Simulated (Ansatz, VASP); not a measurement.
**Ti in VASP and in Ansatz**

```
Ti
1.0
     0.00000    2.03000    2.33450
     2.03000    0.00000    2.33450
     2.03000    2.03000    0.00000
Ti
1
Cartesian
  0.0000 0.0000 0.0000
```

Change from the starting cell: strain +0.1500 x Voigt [0, 0, 1, 0, 0, 0], atoms carried along.

Alike in both runs: task single point; functional PBEsol; k mesh 20 × 20 × 20; occupations gaussian, width 0.15 eV; no spin polarisation.

|  | VASP | Ansatz |
| --- | --- | --- |
| version | VASP 6.6.1 | Ansatz 0.2.0 |
| potentials or method | VASP PAW PBE potentials, release 64 (Ti_sv), cutoff 520 eV | scalar-relativistic, plane waves, PAW |
| valence electrons in the cell | 12 | 12 |

Ansatz gave:

- gap on the k mesh at the Fermi level (eV): none
- pressure (GPa): -12.9
- traceless stress, the component that is largest in VASP (GPa): -2.95

Problem. Which values does VASP return?

Solution. gap on the k mesh at the Fermi level (eV): none; pressure (GPa): -13.0; traceless stress, the component that is largest in VASP (GPa): -2.94.

VASP's potentials were made for PBE, not for PBEsol. A gap of «none» marks a metal or a gap that the smearing closes.
